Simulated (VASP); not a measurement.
Ti, 3 atoms in the cell. The structure is hexagonal, space group P6/mmm (No. 191). The conventional cell has a = 4.600 Å, b = 4.600 Å, c = 2.820 Å, α = 90.00°, β = 90.00°, γ = 120.00°. Ti (site symmetry 6/mmm) has 14 Ti at 2.82 to 3.01 Å within 3.7 Å. Within 3.5 Å of Ti (site symmetry -6m2) lie 11 Ti at 2.66 to 3.01 Å. 

* Program: VASP 6.6.1
* Task: single point
* Functional: BLYP
* Potentials or basis: VASP PAW PBE potentials, release 64 (Ti_sv)
* Cutoff: 520 eV
* k mesh: 8 × 8 × 11
* Occupations: fermi-dirac, width 0.1 eV
* Spin: no spin polarisation
* Dipole correction: no
* Further INCAR settings: ALGO = Normal; EDIFF = 1e-06; NBANDS = 25

Potentials or basis: VASP PAW PBE potentials, release 64 (Ti_sv).

Command:

```sh
$ cat potpaw_PBE.64/Ti_sv/POTCAR > POTCAR
$ mpirun -np 1 vasp_std > vasp.out
```

Hardware: 1 thread of AMD EPYC 9R45 (Zen 5), with other jobs on the host.

Task: How long does it take, and how much memory?

Result: Run time: 70 s on 1 thread of AMD EPYC 9R45 (Zen 5) (shared host), peak memory 0.17 GiB. Counts: scf iterations 15, k points 60.
